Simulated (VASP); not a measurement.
Crystal: Na4F3.

```
CELL_PARAMETERS angstrom
4.29501 0.00000 0.00000
0.00000 4.29501 0.00000
0.00000 0.00000 4.29501
ATOMIC_POSITIONS crystal
Na 0.36093 0.36093 0.36093
Na 0.63907 0.63907 0.36093
Na 0.63907 0.36093 0.63907
Na 0.36093 0.63907 0.63907
F 0.00000 0.50000 0.50000
F 0.50000 0.00000 0.50000
F 0.50000 0.50000 0.00000
```

The cell was generated, and may not be a known phase.

| Quantity | Value |
| --- | --- |
| Program | VASP 6.6.1 |
| Task | relaxation of cell and atoms |
| Functional | PBE |
| Potentials or basis | VASP PAW PBE potentials, release 64 (Na_pv, F) |
| Cutoff | 600 eV |
| k mesh | 4 × 4 × 4 |
| Occupations | gaussian, width 0.1 eV |
| Spin | no spin polarisation |

At the start: pressure 108.1 GPa; volume 11.32 Å³/atom.

**Question.** Where does the relaxation end?

**Answer.** Over 12 steps the energy falls by 3248.0 meV/atom and the volume is 18.83 Å³/atom (+66.4 %); space group P-43m (No. 215, to 0.1 Å) before and after.

Step by step:
| step | energy change (eV) | largest force (eV/Å) | pressure (GPa) | volume (Å³) |
| --- | --- | --- | --- | --- |
| 1 | 0.0000 | 15.5735 | 108.12 | 79.23 |
| 2 | -18.5604 | 0.4103 | -17.47 | 203.05 |
| 3 | -22.1482 | 0.9465 | 0.78 | 139.49 |
| 4 | -22.2491 | 0.6932 | -2.19 | 146.45 |
| 5 | -22.2412 | 0.7496 | -1.54 | 144.83 |
| 6 | -22.3525 | 0.7301 | -0.14 | 140.25 |
| 7 | -22.4300 | 0.6961 | 4.46 | 127.10 |
| 8 | -22.4446 | 0.7038 | 3.24 | 130.33 |
| 9 | -22.5240 | 0.5984 | 2.79 | 130.55 |
| 10 | -22.6868 | 0.2893 | 1.48 | 131.22 |
| 11 | -22.6701 | 0.3479 | -0.85 | 132.55 |
| 12 | -22.7361 | 0.0017 | 0.32 | 131.83 |

Final structure:
```
Na F
1.0
     5.08949    0.00000    0.00000
     0.00000    5.08949    0.00000
     0.00000    0.00000    5.08949
Na F
4 3
Cartesian
  1.3023 1.3023 1.3023
  3.7872 3.7872 1.3023
  3.7872 1.3023 3.7872
  1.3023 3.7872 3.7872
  0.0000 2.5447 2.5447
  2.5447 0.0000 2.5447
  2.5447 2.5447 0.0000
```

Caveat: the k points lie up to 0.31 Å⁻¹ apart in the final cell, too coarse for converged energies and pressures of a metal; the volume moved by over 15 % at a fixed basis, so the end points are rough; an odd number of electrons without spin polarisation forces a metal; a magnetic or distorted state may lie lower.
